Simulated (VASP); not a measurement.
Crystal: AgAs.

```
Ag As
1.0
     0.00000    2.68137    2.68137
     2.68137    0.00000    2.68137
     2.68137    2.68137    0.00000
Ag As
1 1
Direct
  0.00000 0.00000 0.00000
  0.50000 0.50000 0.50000
```

* Program: VASP 6.6.1
* Task: relaxation of cell and atoms
* Functional: PBE
* Potentials or basis: VASP PAW PBE potentials, release 64 (Ag, As)
* Cutoff: 600 eV
* k mesh: 18 × 18 × 18
* Occupations: gaussian, width 0.1 eV
* Spin: no spin polarisation

At the start: pressure 4.1 GPa; volume 19.28 Å³/atom.

How do energy, volume and symmetry change on relaxing?

Over 3 steps the energy falls by 10.8 meV/atom and the volume is 20.17 Å³/atom (+4.6 %); space group Fm-3m (No. 225, to 0.1 Å) before and after.

Step by step:
```tsv
step	energy change (eV)	largest force (eV/Å)	pressure (GPa)	volume (Å³)
1	0.0000	0.0000	4.05	38.56
2	-0.0157	0.0000	-1.82	41.34
3	-0.0216	0.0000	0.01	40.34
```

Final structure:
```
CELL_PARAMETERS angstrom
0.00000 2.72216 2.72216
2.72216 0.00000 2.72216
2.72216 2.72216 0.00000
ATOMIC_POSITIONS crystal
Ag 0.00000 0.00000 0.00000
As 0.50000 0.50000 0.50000
```
